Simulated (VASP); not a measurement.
Write the native input for VASP 6.6.1 that does the following.

```
Task                   : single point
Functional             : PBE
Potentials or basis    : VASP PAW PBE potentials, release 64 (Ti_sv, C)
Cutoff                 : 520 eV
k mesh                 : 16 × 16 × 16
Occupations            : fermi-dirac, width 0.03 eV
Spin                   : non-collinear spin, zero start, spin-orbit coupling
Starting moments       : [[0.0, 0.0, 0.0], [0.0, 0.0, 0.0]] μB
Dipole correction      : no
Further INCAR settings : ALGO = Normal; EDIFF = 1e-06; NBANDS = 28
```

The structure of TiC lies in POSCAR:

```
TiC
1.0
    0.0000000000      2.1640000000      2.1640000000
    2.1640000000      0.0000000000      2.1640000000
    2.1640000000      2.1640000000      0.0000000000
Ti C
1 1
Direct
    0.0000000000      0.0000000000      0.0000000000
    0.5000000000      0.5000000000      0.5000000000
```

The input as run:

INCAR

```
SYSTEM = TiC
PREC     = Accurate       ! precision mode
ENCUT    = 520            ! plane-wave cutoff, eV
EDIFF    = 1E-6           ! SCF threshold, eV
ISMEAR   = -1             ! smearing method
SIGMA    = 0.03           ! smearing width, eV
LREAL    = .FALSE.        ! projectors in reciprocal space
LASPH    = .TRUE.         ! aspherical terms in the spheres
NELM     = 150            ! most SCF steps
ALGO     = Normal         ! electronic algorithm
ISIF     = 2              ! what is computed and relaxed
LWAVE    = .FALSE.        ! write WAVECAR
LCHARG   = .TRUE.         ! write CHGCAR
MAGMOM   = 0 0 0 0 0 0    ! initial moments
LORBIT   = 11             ! projections on sites
LSORBIT  = .TRUE.         ! spin-orbit coupling
GGA_COMPAT= .FALSE.      
LORBMOM  = .TRUE.       
LMAXMIX  = 4              ! l up to which the mixer works
GGA      = PE             ! functional
LVHAR    = .TRUE.       
NBANDS   = 28             ! bands
```

KPOINTS

```
regular mesh
0
G
  16 16 16
  0 0 0
```

Potentials or basis: VASP PAW PBE potentials, release 64 (Ti_sv, C).

The run is started by

```bash
$ cat potpaw_PBE.64/Ti_sv/POTCAR potpaw_PBE.64/C/POTCAR > POTCAR
$ mpirun -np 1 vasp_ncl > vasp.out
```

It gave:

```
Pressure                                              : 1.1 GPa
Net moment                                            : 0.00 μB per cell
Valence electrons inside the program's atomic spheres : Ti 10.40; C 2.40
```

Run time: 2.3 min on 1 thread of Intel(R) Xeon(R) Platinum 8488C (Sapphire Rapids), on a shared host, peak memory 0.28 GiB.
